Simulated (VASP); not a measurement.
Wanted: the native input for a VASP 6.6.1 run.

* Task: single point
* Functional: PBE0
* Potentials or basis: VASP PAW PBE potentials, release 64 (Si, C)
* Cutoff: 520 eV
* k mesh: 8 × 8 × 8
* Occupations: gaussian, width 0.05 eV
* Spin: no spin polarisation
* Dipole correction: no
* Grid for exact exchange (PRECFOCK): Normal
* Further INCAR settings: ALGO = Normal; EDIFF = 1e-07; NBANDS = 11
* Share of exact exchange: 0.25

SiC:

```
CELL_PARAMETERS angstrom
0.00000 2.00476 2.00476
2.00476 0.00000 2.00476
2.00476 2.00476 0.00000
ATOMIC_POSITIONS crystal
Si 0.00000 0.00000 0.00000
C 0.50000 0.50000 0.50000
```

These files were run (other wordings do the same):

POSCAR

```
SiC
1.0
    0.0000000000      2.0047642124      2.0047642124
    2.0047642124      0.0000000000      2.0047642124
    2.0047642124      2.0047642124      0.0000000000
Si C
1 1
Direct
    0.0000000000      0.0000000000      0.0000000000
    0.5000000000      0.5000000000      0.5000000000
```

INCAR.step1

```
SYSTEM = SiC
PREC = Accurate ; ENCUT = 520
EDIFF = 1E-5 ; ISMEAR = 0
SIGMA = 0.05 ; LREAL = .False.
LASPH = .True. ; NELM = 100
ALGO = Normal ; ISIF = 2
LWAVE = .True. ; LCHARG = .False.
NBANDS = 11 ; GGA = PE
```

INCAR.step2

```
SYSTEM = SiC
PREC = Accurate ; ENCUT = 520
EDIFF = 1E-7 ; ISMEAR = 0
SIGMA = 0.05 ; LREAL = .False.
LASPH = .True. ; NELM = 100
ALGO = Normal ; ISIF = 2
LWAVE = .False. ; LCHARG = .False.
GGA = PE ; LHFCALC = .True.
AEXX = 0.25 ; PRECFOCK = Normal
NBANDS = 11 ; ISTART = 1
```

KPOINTS

```
regular mesh
0
Gamma
  8 8 8
  0 0 0
```

Potentials or basis: VASP PAW PBE potentials, release 64 (Si, C).

The run is started by

```bash
$ cat potpaw_PBE.64/Si/POTCAR potpaw_PBE.64/C/POTCAR > POTCAR
$ cp INCAR.step1 INCAR
$ mpirun -np 1 vasp_std > vasp.out
$ cp INCAR.step2 INCAR
$ mpirun -np 1 vasp_std > vasp.out
```

It gave:

```yaml
Pressure: -1.5 GPa
Band_gap_on_the_k_mesh: 0.58 eV (least direct gap 5.50 eV)
```

Caveat: the PAW data sets were made with another functional, which shifts forces and pressure a little.

Run time: 15 min on 1 thread of Intel(R) Xeon(R) Platinum 8259CL CPU @ 2.50GHz (Skylake/Cascade Lake) (shared host), peak memory 0.14 GiB.
